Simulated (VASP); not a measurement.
# Cs (Im-3m) in VASP: a series of runs

The runs below take Cs through single point, with RPBE.

Program: VASP 6.6.1. These are calculated values, not measurements. Logs are shortened: lines on timing, memory, paths and dates and some standing lists are left out, and cuts for length are marked.

### Step 1. The cell of the first run

The structure is cubic, space group Im-3m (No. 229). The conventional cell has a = 6.400 Å, b = 6.400 Å, c = 6.400 Å, α = 90.00°, β = 90.00°, γ = 90.00°.

### Step 2. Single point, RPBE

Contents of INCAR:

```
  PREC = Accurate
  ENCUT = 520
  EDIFF = 1E-7
  ISMEAR = -1
  SIGMA = 0.1
  LREAL = False
  LASPH = True
  NELM = 80
  ALGO = Normal
  ISIF = 2
  LWAVE = False
  LCHARG = False
  GGA = RP
  NBANDS = 10
```

Contents of KPOINTS:

```
Automatic mesh
0
Gamma
  8 8 8
```

Contents of POSCAR:

```
Cs
1.0
   -3.1999731131      3.1999731131      3.1999731131
    3.1999731131     -3.1999731131      3.1999731131
    3.1999731131      3.1999731131     -3.1999731131
Cs
1
Direct
    0.0000000000      0.0000000000      0.0000000000
```

Potentials or basis: VASP PAW PBE potentials, release 64 (Cs_sv).

The run is started by

```
cat potpaw_PBE.64/Cs_sv/POTCAR > POTCAR
mpirun -np 1 vasp_std > vasp.out
```

OUTCAR:

```text
PREC = Accurate
   ENCUT = 520
   EDIFF = 1E-7
   ISMEAR = -1
   LREAL = False
   LASPH = True
   NELM = 80
   ISIF = 2
   GGA = RP

 ion  position               nearest neighbor table
   1  0.000  0.000  0.000-

  LATTYP: Found a body centered cubic cell.
 ALAT       =     6.3999462262

  Lattice vectors:

 A1 = (  -3.1999731131,   3.1999731131,   3.1999731131)
 A2 = (   3.1999731131,  -3.1999731131,   3.1999731131)
 A3 = (   3.1999731131,   3.1999731131,  -3.1999731131)

Analysis of symmetry for initial positions (statically):
=====================================================================
 Subroutine PRICEL returns:
 Original cell was already a primitive cell.

 Routine SETGRP: Setting up the symmetry group for a
 body centered cubic supercell.

 Subroutine GETGRP returns: Found 48 space group operations
 (whereof 48 operations were pure point group operations)
 out of a pool of 48 trial point group operations.

The static configuration has the point symmetry O_h .

Analysis of symmetry for dynamics (positions and initial velocities):
=====================================================================
 Subroutine PRICEL returns:
 Original cell was already a primitive cell.

 Routine SETGRP: Setting up the symmetry group for a
 body centered cubic supercell.

 Subroutine GETGRP returns: Found 48 space group operations
 (whereof 48 operations were pure point group operations)
 out of a pool of 48 trial point group operations.

The dynamic configuration has the point symmetry O_h .

 Subroutine INISYM returns: Found 48 space group operations
 (whereof 48 operations are pure point group operations),
 and found     1 'primitive' translations

----------------------------------------------------------------------------------------

                                     Primitive cell

  volume of cell :     131.0687

  direct lattice vectors                    reciprocal lattice vectors
    -3.199973113  3.199973113  3.199973113     0.000000000  0.156251313  0.156251313
     3.199973113 -3.199973113  3.199973113     0.156251313  0.000000000  0.156251313
     3.199973113  3.199973113 -3.199973113     0.156251313  0.156251313  0.000000000

  length of vectors
     5.542516015  5.542516015  5.542516015     0.220972726  0.220972726  0.220972726
[... 79 lines left out ...]
   EDIFF  = 0.1E-06   stopping-criterion for ELM
   LREAL  =      F    real-space projection
   EDIFFG = 0.1E-05   stopping-criterion for IOM
   NSW    =      0    number of steps for IOM
   IBRION =     -1    ionic relax: 0-MD 1-quasi-New 2-CG
   NFREE  =      0    steps in history (QN), initial steepest desc. (CG)
   ISIF   =      2    stress and relaxation
   ISYM   =      2    0-nonsym 1-usesym 2-fastsym
   POTIM  = 0.5000    time-step for ionic-motion
   TEBEG  =    0.0;   TEEND  =   0.0 temperature during run
   PSTRESS=    0.0 pullay stress
   NELECT =       9.0000    total number of electrons
   NUPDOWN=      -1.0000    fix difference up-down
   EMIN   =  10.00;   EMAX   =-10.00  energy-range for DOS
   EFERMI =   0.00;   METHOD = LEGACY
   ISMEAR =    -1;   SIGMA  =   0.10  broadening in eV -4-tet -1-fermi 0-gaus
   EFERMI_NEDOS =   21; number of points for ismear=-14 and -15
   IALGO  =     38    algorithm
   IMIX   =      4    mixing-type and parameters
     AMIX     =   0.40;   BMIX     =  1.00
     AMIX_MAG =   1.60;   BMIX_MAG =  1.00
  volume/ion in A,a.u.               =     131.07       884.50
  Fermi-wavevector in a.u.,A,eV,Ry     =   0.670383  1.266839  6.114631  0.449413
  Thomas-Fermi vector in A             =   1.745883
   LORBIT       =      0    0 simple, 1 ext, 2 COOP (PROOUT), +10 PAW based schemes
   GGA     = RP    functional components
   LHFCALC =     F    Hartree Fock is set to
   AEXX    =    0.0000 exact exchange contribution
   IVDW    =     0    specifies the selected vdW correction
   LEPSILON=     F    determine dielectric tensor
   LRPA    =     F    only Hartree local field effects (RPA)
 non-spin polarized calculation
  energy-cutoff  :      520.00
  volume of cell :      131.07
 maximum number of plane-waves:      3564
 NGX is ok and might be reduce to    42
   NGX = 21   NGY = 21   NGZ = 21

 number of electron       9.0000000 magnetization

 Free energy of the ion-electron system (eV)
  ---------------------------------------------------
  ext. energy  EPLUGINS =         0.00000000
  ---------------------------------------------------
  free energy    TOTEN  =        -0.75783060 eV

  energy without entropy =       -0.71438273  energy(sigma->0) =       -0.73610667

 E-fermi :   0.2757     XC(G=0):  -4.9587

 val. band max:        0.1805813707   @ k =   0.2500   0.1250   0.1250
 cond. band min:       0.2850642849   @ k =   0.2500   0.2500   0.0000
 fundamental gap:      0.1044829143
 Fermi energy:         0.2757423870

 k-point     1 :       0.0000    0.0000    0.0000
  band No.  band energies     occupation
      1     -23.7126      2.00000
      2     -10.4875      2.00000
      3     -10.4875      2.00000
      4     -10.4875      2.00000
      5      -1.2578      2.00000
      6       2.7272      0.00000
      7       2.7272      0.00000
      8       2.7272      0.00000
      9       3.4702      0.00000
     10       3.4702      0.00000
[... 287 lines left out ...]
 k-point    24 :      -0.3750    0.3750    0.2500
  band No.  band energies     occupation
      1     -23.7083      2.00000
      2     -10.5502      2.00000
      3     -10.5278      2.00000
      4     -10.5191      2.00000
      5       0.3810      0.51765
      6       1.3976      0.00003
      7       2.4053      0.00000
      8       2.4072      0.00000
      9       3.1879      0.00000
     10       3.8938      0.00000

 [... further k-points ...]

------------------------ aborting loop because EDIFF is reached ----------------------------------------

  FORCE on cell =-STRESS in cart. coord.  units (eV):
  Direction    XX          YY          ZZ          XY          YZ          ZX
  --------------------------------------------------------------------------------------
  -------------------------------------------------------------------------------------
  Total        0.0038825      0.0038825      0.0038825      0.0000000     -0.0000000      0.0000000
  in kB        0.0474591      0.0474591      0.0474591      0.0000000     -0.0000000      0.0000000
  external PRESSURE =       0.0474591 kB  Pullay stress =       0.0000000 kB

 VOLUME and BASIS-vectors are now :
 -----------------------------------------------------------------------------
  energy-cutoff  :      520.00
  volume of cell :      131.07
      direct lattice vectors                 reciprocal lattice vectors
    -3.199973113  3.199973113  3.199973113     0.000000000  0.156251313  0.156251313
     3.199973113 -3.199973113  3.199973113     0.156251313  0.000000000  0.156251313
     3.199973113  3.199973113 -3.199973113     0.156251313  0.156251313  0.000000000

 POSITION                                       TOTAL-FORCE (eV/Angst)
 -----------------------------------------------------------------------------------
      0.00000      0.00000      0.00000        -0.000000     -0.000000     -0.000000
 -----------------------------------------------------------------------------------
    total drift:                               -0.000000      0.000000      0.000000

  FREE ENERGIE OF THE ION-ELECTRON SYSTEM (eV)
  ---------------------------------------------------
  free  energy   TOTEN  =        -0.7578305970 eV

  energy  without entropy=       -0.7143827345  energy(sigma->0) =       -0.73610667
```

stdout:

```text
POSCAR found type information on POSCAR Cs
 POSCAR found :  1 types and       1 ions
 scaLAPACK will be used
 -----------------------------------------------------------------------------
|                                                                             |
|                                                                             |
|     You enforced a specific xc type in the INCAR file but a different       |
|     I HOPE YOU KNOW WHAT YOU ARE DOING!                                     |
|                                                                             |
 -----------------------------------------------------------------------------

 LDA part: xc-table for (Slater+PW92), standard interpolation
 POSCAR, INCAR and KPOINTS ok, starting setup
 FFT: planning ... GRIDC
 FFT: planning ... GRID_SOFT
 FFT: planning ... GRID
 WAVECAR not read
 entering main loop
```

Wall time 21 s (1 thread of Intel Xeon 6975P-C (Granite Rapids), shared host); peak memory 0.24 GiB.

What came out:

* Free energy: -0.7578 eV
* Pressure: 0.0 GPa
* Band gap on the k mesh: zero (an odd number of electrons rules out a gap without spin polarisation)

Levels at points of the mesh, in eV from the Fermi level:
```csv
k point,band 1,band 2,band 3,band 4,band 5,band 6,band 7,band 8
"(0.00, 0.00, 0.00)",-23.99,-10.76,-10.76,-10.76,-1.53,2.45,2.45,2.45
"(0.50, 0.00, 0.00)",-23.98,-10.85,-10.79,-10.76,0.10,0.72,1.67,3.02
"(0.50, 0.50, 0.50)",-23.98,-10.82,-10.82,-10.82,0.73,0.73,2.71,2.71
```

Caveat: the PAW data sets were made with another functional, which shifts forces and pressure a little; spin-orbit coupling is left out, which moves the levels of the heavy elements.

### Step 3. Single point, RPBE (115.34 Å³/atom)

This run uses another cell than the first one, of 115.34 Å³/atom.

Contents of INCAR:

```
SYSTEM = Cs
  PREC = Accurate
  ENCUT = 520
  EDIFF = 1E-7
  ISMEAR = -1
  SIGMA = 0.1
  LREAL = .False.
  LASPH = .True.
  NELM = 80
  ALGO = Normal
  ISIF = 2
  LWAVE = .False.
  LCHARG = .False.
  GGA = RP
  NBANDS = 10
```

Contents of KPOINTS:

```
regular mesh
0
Gamma
  12 12 12
  0 0 0
```

Contents of POSCAR:

```
Cs
1.0
   -3.0664829432      3.0664829432      3.0664829432
    3.0664829432     -3.0664829432      3.0664829432
    3.0664829432      3.0664829432     -3.0664829432
Cs
1
Direct
    0.0000000000      0.0000000000      0.0000000000
```

Potentials or basis: VASP PAW PBE potentials, release 64 (Cs_sv).

The run is started by

```
cat potpaw_PBE.64/Cs_sv/POTCAR > POTCAR
mpirun -np 1 vasp_std > vasp.out
```

OUTCAR:

```text
SYSTEM = Cs
   PREC = Accurate
   ENCUT = 520
   EDIFF = 1E-7
   ISMEAR = -1
   LREAL = .False.
   LASPH = .True.
   NELM = 80
   ISIF = 2
   GGA = RP

 ion  position               nearest neighbor table
   1  0.000  0.000  0.000-

  LATTYP: Found a body centered cubic cell.
 ALAT       =     6.1329658864

  Lattice vectors:

 A1 = (  -3.0664829432,   3.0664829432,   3.0664829432)
 A2 = (   3.0664829432,  -3.0664829432,   3.0664829432)
 A3 = (   3.0664829432,   3.0664829432,  -3.0664829432)

Analysis of symmetry for initial positions (statically):
=====================================================================
 Subroutine PRICEL returns:
 Original cell was already a primitive cell.

 Routine SETGRP: Setting up the symmetry group for a
 body centered cubic supercell.

 Subroutine GETGRP returns: Found 48 space group operations
 (whereof 48 operations were pure point group operations)
 out of a pool of 48 trial point group operations.

The static configuration has the point symmetry O_h .

Analysis of symmetry for dynamics (positions and initial velocities):
=====================================================================
 Subroutine PRICEL returns:
 Original cell was already a primitive cell.

 Routine SETGRP: Setting up the symmetry group for a
 body centered cubic supercell.

 Subroutine GETGRP returns: Found 48 space group operations
 (whereof 48 operations were pure point group operations)
 out of a pool of 48 trial point group operations.

The dynamic configuration has the point symmetry O_h .

 Subroutine INISYM returns: Found 48 space group operations
 (whereof 48 operations are pure point group operations),
 and found     1 'primitive' translations

----------------------------------------------------------------------------------------

                                     Primitive cell

[... 110 lines left out ...]
  Fermi-wavevector in a.u.,A,eV,Ry     =   0.699566  1.321987  6.658583  0.489392
  Thomas-Fermi vector in A             =   1.783479
   LORBIT       =      0    0 simple, 1 ext, 2 COOP (PROOUT), +10 PAW based schemes
   GGA     = RP    functional components
   LHFCALC =     F    Hartree Fock is set to
   AEXX    =    0.0000 exact exchange contribution
   IVDW    =     0    specifies the selected vdW correction
   LEPSILON=     F    determine dielectric tensor
   LRPA    =     F    only Hartree local field effects (RPA)
 non-spin polarized calculation
  energy-cutoff  :      520.00
  volume of cell :      115.34
 maximum number of plane-waves:      3132
   NGX = 19   NGY = 19   NGZ = 19

 number of electron       9.0000002 magnetization

 Free energy of the ion-electron system (eV)
  ---------------------------------------------------
  ext. energy  EPLUGINS =         0.00000000
  ---------------------------------------------------
  free energy    TOTEN  =        -0.74580119 eV

  energy without entropy =       -0.70439543  energy(sigma->0) =       -0.72509831

 E-fermi :   0.5816     XC(G=0):  -5.2584

 val. band max:        0.5552073957   @ k =   0.3333   0.0833   0.0833
 cond. band min:       0.5994228636   @ k =  -0.3333   0.4167   0.1667
 fundamental gap:      0.0442154679
 Fermi energy:         0.5816072665

 k-point     1 :       0.0000    0.0000    0.0000
  band No.  band energies     occupation
      1     -23.3314      2.00000
      2     -10.0919      2.00000
      3     -10.0919      2.00000
      4     -10.0919      2.00000
      5      -1.0788      2.00000
      6       3.1134      0.00000
      7       3.1134      0.00000
      8       3.1134      0.00000
      9       3.9376      0.00000
     10       3.9376      0.00000
[... 287 lines left out ...]
 k-point    24 :       0.4167    0.0833    0.0833
  band No.  band energies     occupation
      1     -23.3249      2.00000
      2     -10.2143      2.00000
      3     -10.1408      2.00000
      4     -10.1006      2.00000
      5       0.8025      0.19790
      6       1.4219      0.00045
      7       2.0869      0.00000
      8       3.8310      0.00000
      9       4.4188      0.00000
     10       4.7854      0.00000

 [... further k-points ...]

------------------------ aborting loop because EDIFF is reached ----------------------------------------

  FORCE on cell =-STRESS in cart. coord.  units (eV):
  Direction    XX          YY          ZZ          XY          YZ          ZX
  --------------------------------------------------------------------------------------
  -------------------------------------------------------------------------------------
  Total        0.1912684      0.1912684      0.1912684      0.0000000      0.0000000      0.0000000
  in kB        2.6568814      2.6568814      2.6568814      0.0000000      0.0000000      0.0000000
  external PRESSURE =       2.6568814 kB  Pullay stress =       0.0000000 kB

 VOLUME and BASIS-vectors are now :
 -----------------------------------------------------------------------------
  energy-cutoff  :      520.00
  volume of cell :      115.34
      direct lattice vectors                 reciprocal lattice vectors
    -3.066482943  3.066482943  3.066482943     0.000000000  0.163053247  0.163053247
     3.066482943 -3.066482943  3.066482943     0.163053247  0.000000000  0.163053247
     3.066482943  3.066482943 -3.066482943     0.163053247  0.163053247  0.000000000

 POSITION                                       TOTAL-FORCE (eV/Angst)
 -----------------------------------------------------------------------------------
      0.00000      0.00000      0.00000         0.000000      0.000000      0.000000
 -----------------------------------------------------------------------------------
    total drift:                               -0.000000     -0.000000     -0.000000

  FREE ENERGIE OF THE ION-ELECTRON SYSTEM (eV)
  ---------------------------------------------------
  free  energy   TOTEN  =        -0.7458011882 eV

  energy  without entropy=       -0.7043954273  energy(sigma->0) =       -0.72509831
```

Run time: 30 s. Hardware: 1 thread of Intel Xeon 6975P-C (Granite Rapids), shared host; peak memory 0.27 GiB.

Results:

```
Free energy            : -0.7458 eV
Pressure               : 0.3 GPa
Band gap on the k mesh : zero (an odd number of electrons rules out a gap without spin polarisation)
```

Caveat: the PAW data sets were made with another functional, which shifts forces and pressure a little; spin-orbit coupling is left out, which moves the levels of the heavy elements.

### Step 4. Single point, RPBE (120.58 Å³/atom)

This run uses another cell than the first one, of 120.58 Å³/atom.

Changes to INCAR since step 3:

```diff
@@ -3,3 +3,3 @@
   ENCUT = 520
-  EDIFF = 1E-7
+  EDIFF = 1E-6
   ISMEAR = -1
```

KPOINTS is that of step 3.

Contents of POSCAR:

```
Cs
1.0
   -3.1122580940      3.1122580940      3.1122580940
    3.1122580940     -3.1122580940      3.1122580940
    3.1122580940      3.1122580940     -3.1122580940
Cs
1
Direct
    0.0000000000      0.0000000000      0.0000000000
```

The run is started by

```
cat potpaw_PBE.64/Cs_sv/POTCAR > POTCAR
mpirun -np 1 vasp_std > vasp.out
```

Run time: 26 s. Hardware: 1 thread of Intel Xeon 6975P-C (Granite Rapids), shared host; peak memory 0.27 GiB.

Results (log left out):

- Free energy: -0.7530 eV
- Pressure: 0.2 GPa
- Band gap on the k mesh: zero (an odd number of electrons rules out a gap without spin polarisation)

Levels at points of the mesh, in eV from the Fermi level:
```
           k point  band 2  band 3  band 4  band 5  band 6  band 7
(0.00, 0.00, 0.00)  -10.70  -10.70  -10.70   -1.62    2.51    2.51
(0.50, 0.00, 0.00)  -10.82  -10.74  -10.70    0.08    0.80    1.67
(0.50, 0.50, 0.50)  -10.78  -10.78  -10.78    0.68    0.68    2.90
```

Caveat: the PAW data sets were made with another functional, which shifts forces and pressure a little; spin-orbit coupling is left out, which moves the levels of the heavy elements.

### Step 5. The runs side by side

```csv
cell,k mesh,gap on the mesh (eV),pressure (GPa)
"a = 5.543 Å, angles 109.5°, 1 atom",8 × 8 × 8,none,0.0
"a = 5.311 Å, angles 109.5°, 1 atom",12 × 12 × 12,none,0.3
"a = 5.391 Å, angles 109.5°, 1 atom",12 × 12 × 12,none,0.2
```

Alike in all rows: task single point; level RPBE; potentials or basis VASP PAW PBE potentials, release 64 (Cs_sv); no spin polarisation; cutoff (eV) 520; smearing fermi-dirac 0.1 eV.

Caveats: the PAW data sets were made with another functional, which shifts forces and pressure a little; spin-orbit coupling is left out, which moves the levels of the heavy elements.

Total energies depend on the potentials used, so only differences within one code and one set of settings carry meaning.
